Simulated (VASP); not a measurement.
# Ta8H in VASP: relaxation of the atoms with PBE+D3(BJ)

Aim: the relaxation of the atoms of Ta8H with PBE+D3(BJ).

All numbers are computed with VASP 6.6.1; they aren't measurements. Logs are shortened: lines on timing, memory, paths and dates and some standing lists are left out, and cuts for length are marked.

## 1. The cell of the first run

The cell holds a slab with vacuum, 9 atoms: a = 4.646 Å, b = 4.646 Å, c = 25.638 Å, α = 90.00°, β = 90.00°, γ = 120.00°.

## 2. Relaxation of the atoms, PBE+D3(BJ)

Input file INCAR:

```
PREC = Accurate ; ENCUT = 520
EDIFF = 1E-7 ; ISMEAR = 0
SIGMA = 0.1 ; LREAL = F
LASPH = T ; NELM = 100
ALGO = Fast ; ISIF = 2
LWAVE = F ; LCHARG = F
LDIPOL = T ; IDIPOL = 3
DIPOL = 0.5 0.5 0.481 ; GGA = PE
IVDW = 12 ; IBRION = 2
NSW = 45 ; EDIFFG = -0.02
```

Input file KPOINTS:

```
Automatic mesh
0
Gamma
  6 6 1
```

Input file POSCAR:

```
Ta8H
1.0
    4.6456161668      0.0000000000      0.0000000000
   -2.3228080834      4.0232216167      0.0000000000
    0.0000000000      0.0000000000     25.6379770039
Ta H
8 1
Selective dynamics
Direct
    0.6666666667      0.3333333333      0.3315394190  F F F
    0.3333333333      0.6666666667      0.3685268315  F F F
    0.0000000000      0.0000000000      0.4055142438  F F F
    0.6666666667      0.3333333333      0.4425016562  F F F
    0.3333333333      0.6666666667      0.4762660038  F F F
    0.0000000000      0.0000000000      0.5198566660  F F F
    0.6666666667      0.3333333333      0.5522688407  F F F
    0.3333333333      0.6666666667      0.5789370640  F F F
    0.3333333333      0.6666666667      0.6577264318  F F T
```

Potentials or basis: VASP PAW PBE potentials, release 64 (Ta_pv, H).

Command:

```
$ cat potpaw_PBE.64/Ta_pv/POTCAR potpaw_PBE.64/H/POTCAR > POTCAR
$ mpirun -np 1 vasp_std > vasp.out
```

OUTCAR:

```text
PREC = Accurate
   ENCUT = 520
   EDIFF = 1E-7
   ISMEAR = 0
   LREAL = F
   LASPH = T
   NELM = 100
   ISIF = 2
   GGA = PE
   IVDW = 12
   IBRION = 2
   NSW = 45
   EDIFFG = -0.02
 IVDW          = 12

 ion  position               nearest neighbor table
   1  0.667  0.333  0.332-   4 2.84   2 2.84   2 2.84   2 2.84   3 3.28   3 3.28   3 3.28
   2  0.333  0.667  0.369-   5 2.76   3 2.84   3 2.84   3 2.84   1 2.84   1 2.84   1 2.84   4 3.28
                             4 3.28   4 3.28
   3  0.000  0.000  0.406-   2 2.84   2 2.84   2 2.84   4 2.84   4 2.84   4 2.84   6 2.93   5 3.24
                             5 3.24   5 3.24   1 3.28   1 3.28   1 3.28
   4  0.667  0.333  0.443-   7 2.81   5 2.82   5 2.82   5 2.82   1 2.84   3 2.84   3 2.84   3 2.84
                             2 3.28   2 3.28   2 3.28   6 3.34   6 3.34   6 3.34
   5  0.333  0.667  0.476-   8 2.63   2 2.76   4 2.82   4 2.82   4 2.82   6 2.91   6 2.91   6 2.91
                             3 3.24   3 3.24   3 3.24   7 3.32   7 3.32   7 3.32
   6  0.000  0.000  0.520-   7 2.81   7 2.81   7 2.81   5 2.91   5 2.91   5 2.91   3 2.93   8 3.08
                             8 3.08   8 3.08   4 3.34   4 3.34   4 3.34
   7  0.667  0.333  0.552-   8 2.77   8 2.77   8 2.77   6 2.81   6 2.81   6 2.81   4 2.81   5 3.32
                             5 3.32   5 3.32
   8  0.333  0.667  0.579-   9 2.02   5 2.63   7 2.77   7 2.77   7 2.77   6 3.08   6 3.08   6 3.08

   9  0.333  0.667  0.658-   8 2.02

  LATTYP: Found a hexagonal cell.
 ALAT       =     4.6456161668
 C/A-ratio  =     5.5187462940

  Lattice vectors:

 A1 = (   4.6456161668,   0.0000000000,   0.0000000000)
 A2 = (  -2.3228080834,   4.0232216167,   0.0000000000)
 A3 = (   0.0000000000,   0.0000000000,  25.6379770039)

Analysis of symmetry for initial positions (statically):
=====================================================================
 Subroutine PRICEL returns:
 Original cell was already a primitive cell.

 Routine SETGRP: Setting up the symmetry group for a
 hexagonal supercell.

 Subroutine GETGRP returns: Found  6 space group operations
 (whereof  6 operations were pure point group operations)
 out of a pool of 24 trial point group operations.

The static configuration has the point symmetry C_3v.

Analysis of symmetry for dynamics (positions and initial velocities):
=====================================================================
 Subroutine PRICEL returns:
 Original cell was already a primitive cell.

 Routine SETGRP: Setting up the symmetry group for a
 hexagonal supercell.

 Subroutine GETGRP returns: Found  6 space group operations
 (whereof  6 operations were pure point group operations)
 out of a pool of 24 trial point group operations.

The dynamic configuration has the point symmetry C_3v.

Analysis of constrained symmetry for selective dynamics:
=====================================================================
 Subroutine PRICEL returns:
 Original cell was already a primitive cell.

 Routine SETGRP: Setting up the symmetry group for a
 hexagonal supercell.

 Subroutine GETGRP returns: Found  6 space group operations
 (whereof  6 operations were pure point group operations)
 out of a pool of 24 trial point group operations.

The constrained configuration has the point symmetry C_3v.

 Subroutine INISYM returns: Found  6 space group operations
 (whereof  6 operations are pure point group operations),
 and found     1 'primitive' translations

----------------------------------------------------------------------------------------

                                     Primitive cell

  volume of cell :     479.1826

  direct lattice vectors                    reciprocal lattice vectors
     4.645616167  0.000000000  0.000000000     0.215256699  0.124278513  0.000000000
    -2.322808083  4.023221617  0.000000000     0.000000000  0.248557026  0.000000000
     0.000000000  0.000000000 25.637977004     0.000000000  0.000000000  0.039004638

  length of vectors
     4.645616167  4.645616167 25.637977004     0.248557026  0.248557026  0.039004638

  position of ions in fractional coordinates (direct lattice)
     0.666666667  0.333333333  0.331539419
     0.333333333  0.666666667  0.368526831
     0.000000000  0.000000000  0.405514244
     0.666666667  0.333333333  0.442501656
     0.333333333  0.666666667  0.476266004
     0.000000000  0.000000000  0.519856666
     0.666666667  0.333333333  0.552268841
     0.333333333  0.666666667  0.578937064
     0.333333333  0.666666667  0.657726432

  ion indices of the primitive-cell ions
   primitive index   ion index
                 1           1
                 2           2
                 3           3
                 4           4
                 5           5
                 6           6
                 7           7
                 8           8
                 9           9

----------------------------------------------------------------------------------------

 KPOINTS: Automatic mesh

Automatic generation of k-mesh.
 Grid dimensions read from file:
 generate k-points for:    6    6    1

 Generating k-lattice:

  Cartesian coordinates                     Fractional coordinates (reciprocal lattice)
     0.035876116  0.020713086  0.000000000     0.166666667  0.000000000  0.000000000
     0.000000000  0.041426171  0.000000000     0.000000000  0.166666667  0.000000000
     0.000000000  0.000000000  0.039004638     0.000000000  0.000000000  1.000000000

  Length of vectors
     0.041426171  0.041426171  0.039004638

  Shift w.r.t. Gamma in fractional coordinates (k-lattice)
     0.000000000  0.000000000  0.000000000

 Subroutine IBZKPT returns following result:
 ===========================================

 Found      7 irreducible k-points:

 Following reciprocal coordinates:
            Coordinates               Weight
  0.000000  0.000000  0.000000      1.000000
  0.166667 -0.000000  0.000000      6.000000
  0.333333 -0.000000  0.000000      6.000000
  0.500000 -0.000000  0.000000      3.000000
  0.166667  0.166667  0.000000      6.000000
  0.333333  0.166667  0.000000     12.000000
  0.333333  0.333333  0.000000      2.000000
   k-points           NKPTS =      7   k-points in BZ     NKDIM =      7   number of bands    NBANDS=     53
   number of dos      NEDOS =    301   number of ions     NIONS =      9
   total plane-waves  NPLWV = 248832
   dimension x,y,z NGX =    36 NGY =   36 NGZ =  192
   dimension x,y,z NGXF=    72 NGYF=   72 NGZF=  384
   ions per type =               8   1
   NGX,Y,Z   is equivalent  to a cutoff of  12.88, 12.88, 12.45 a.u.
   NGXF,Y,Z  is equivalent  to a cutoff of  25.77, 25.77, 24.90 a.u.
 SYSTEM =  unknown system
   PREC   = accura    normal or accurate (medium, high low for compatibility)
   ISTART =      0    job   : 0-new  1-cont  2-samecut
   ICHARG =      2    charge: 1-file 2-atom 10-const
   ISPIN  =      1    spin polarized calculation?
   LNONCOLLINEAR =      F non collinear calculations
   LSORBIT =      F    spin-orbit coupling
   LASPH  =      T    aspherical Exc in radial PAW
   ENCUT  =  520.0 eV  38.22 Ry    6.18 a.u.   8.64  8.64 47.67*2*pi/ulx,y,z
   NELM   =    100;   NELMIN=  2; NELMDL= -5     # of ELM steps
   EDIFF  = 0.1E-06   stopping-criterion for ELM
   LREAL  =      F    real-space projection
   EDIFFG = -.2E-01   stopping-criterion for IOM
   NSW    =     45    number of steps for IOM
   IBRION =      2    ionic relax: 0-MD 1-quasi-New 2-CG
   NFREE  =      1    steps in history (QN), initial steepest desc. (CG)
   ISIF   =      2    stress and relaxation
   ISYM   =      2    0-nonsym 1-usesym 2-fastsym
   POTIM  = 0.5000    time-step for ionic-motion
   TEBEG  =    0.0;   TEEND  =   0.0 temperature during run
   PSTRESS=    0.0 pullay stress
   NELECT =      89.0000    total number of electrons
   NUPDOWN=      -1.0000    fix difference up-down
   EMIN   =  10.00;   EMAX   =-10.00  energy-range for DOS
   EFERMI =   0.00;   METHOD = LEGACY
   ISMEAR =     0;   SIGMA  =   0.10  broadening in eV -4-tet -1-fermi 0-gaus
   EFERMI_NEDOS =   21; number of points for ismear=-14 and -15
   IALGO  =     68    algorithm
   IMIX   =      4    mixing-type and parameters
     AMIX     =   0.40;   BMIX     =  1.00
     AMIX_MAG =   1.60;   BMIX_MAG =  1.00
  volume/ion in A,a.u.               =      53.24       359.30
  Fermi-wavevector in a.u.,A,eV,Ry     =   0.934052  1.765103 11.870451  0.872454
  Thomas-Fermi vector in A             =   2.060817
   LORBIT       =      0    0 simple, 1 ext, 2 COOP (PROOUT), +10 PAW based schemes
   GGA     = PE    functional components
   LHFCALC =     F    Hartree Fock is set to
   AEXX    =    0.0000 exact exchange contribution
   IVDW    =    12    specifies the selected vdW correction
   LEPSILON=     F    determine dielectric tensor
   LRPA    =     F    only Hartree local field effects (RPA)
 conjugate gradient relaxation of ions
 non-spin polarized calculation
 RMM-DIIS sequential band-by-band and
 Gauss-broadening in eV      SIGMA  =   0.10
  energy-cutoff  :      520.00
  volume of cell :      479.18
 maximum number of plane-waves:     12937
 NGX is ok and might be reduce to    36
   NGX = 17   NGY = 17   NGZ = 95

 dipolmoment           0.000000      0.000000     -1.175728 electrons x Angstroem

--------------------------------------- Ionic step        1  -------------------------------------------

 number of electron      89.0000007 magnetization

 Free energy of the ion-electron system (eV)
  ---------------------------------------------------
  ext. energy  EPLUGINS =         0.00000000
  ---------------------------------------------------
  free energy    TOTEN  =       -90.78946416 eV

  energy without entropy =      -90.72720726  energy(sigma->0) =      -90.75833571

------------------------ aborting loop because EDIFF is reached ----------------------------------------

 Edisp (eV)   -3.58165

 E8    (eV) :    -1.9402
[... 226 lines left out ...]
--------------------------------------- Ionic step        6  -------------------------------------------

 number of electron      89.0000007 magnetization

 dipolmoment           0.000000      0.000000      0.253627 electrons x Angstroem

 Free energy of the ion-electron system (eV)
  ---------------------------------------------------
  ext. energy  EPLUGINS =         0.00000000
  ---------------------------------------------------
  free energy    TOTEN  =       -90.97149655 eV

  energy without entropy =      -90.90892847  energy(sigma->0) =      -90.94021251

 E-fermi :  -1.4592     XC(G=0):  -4.7273

 val. band max:       -1.4610211925   @ k =   0.3333  -0.0000   0.0000
 cond. band min:      -1.4554464460   @ k =   0.1667  -0.0000   0.0000
 fundamental gap:      0.0055747465
 Fermi energy:        -1.4592038110

 k-point     1 :       0.0000    0.0000    0.0000
  band No.  band energies     occupation
      1     -36.0577      2.00000
      2     -35.8447      2.00000
      3     -35.8447      2.00000
      4     -35.6934      2.00000
      5     -35.6307      2.00000
      6     -35.6307      2.00000
[... 381 lines left out ...]
     52       0.0183      0.00000
     53       0.2160      0.00000

------------------------ aborting loop because EDIFF is reached ----------------------------------------

 vacuum level on the upper side and lower side of the slab       (xc-potential included)         1.197        -1.207

 Edisp (eV)   -3.58704

 E8    (eV) :    -1.9424

  FORCE on cell =-STRESS in cart. coord.  units (eV):
  Direction    XX          YY          ZZ          XY          YZ          ZX
  --------------------------------------------------------------------------------------
  -------------------------------------------------------------------------------------
  Total      -5.17468    -5.17468    -2.43529     0.00000    -0.00000     0.00000
  in kB     -17.30187   -17.30187    -8.14256     0.00000    -0.00000     0.00000
  external pressure =      -14.25 kB  Pullay stress =        0.00 kB
[... 24 lines left out ...]
  FREE ENERGIE OF THE ION-ELECTRON SYSTEM (eV)
  ---------------------------------------------------
  free  energy   TOTEN  =       -94.5585403804 eV

  energy  without entropy=      -94.4959722992  energy(sigma->0) =      -94.52725634

 reached required accuracy - stopping structural energy minimisation

 vacuum level on the upper side and lower side of the slab         4.418         1.962
```

Wall time 38 min (1 thread of Oxide Virtual Turin-like, shared host); peak memory 0.65 GiB.

What came out:

* Free energy: -94.5585 eV
* Energy gained by relaxing: 20.8 meV/atom
* Ionic steps: 6
* Band gap on the k mesh: zero (an odd number of electrons rules out a gap without spin polarisation)
* Dispersion energy per atom: -0.399 eV

Step by step:
```
step  energy change (eV)  largest force on free atoms (eV/Å)  pressure (GPa)
   1              0.0000                              1.4963           -1.78
   2             -0.0963                              1.1490           -1.69
   3             -0.1872                              0.0707           -1.41
   4             -0.1874                              0.0222           -1.43
   5             -0.1874                              0.0227           -1.42
   6             -0.1874                              0.0066           -1.42
```

Final structure:
```
Ta H
1.0
     4.64562    0.00000    0.00000
    -2.32281    4.02322    0.00000
     0.00000    0.00000   25.63798
Ta H
8 1
Direct
  0.66667 0.33333 0.33154
  0.33333 0.66667 0.36853
  0.00000 0.00000 0.40551
  0.66667 0.33333 0.44250
  0.33333 0.66667 0.47627
  0.00000 0.00000 0.51986
  0.66667 0.33333 0.55227
  0.33333 0.66667 0.57894
  0.33333 0.66667 0.64926
```

Levels at points of the mesh, in eV from the Fermi level:
| k point | band 42 | band 43 | band 44 | band 45 | band 46 | band 47 | band 48 | band 49 |
| --- | --- | --- | --- | --- | --- | --- | --- | --- |
| (0.00, 0.00, 0.00) | -0.58 | -0.58 | -0.17 | -0.17 | 0.03 | 0.38 | 0.38 | 0.61 |
| (0.50, 0.00, 0.00) | -0.69 | -0.53 | -0.45 | -0.29 | -0.08 | 0.72 | 0.80 | 0.93 |

Caveat: spin-orbit coupling is left out, which moves the levels of the heavy elements.
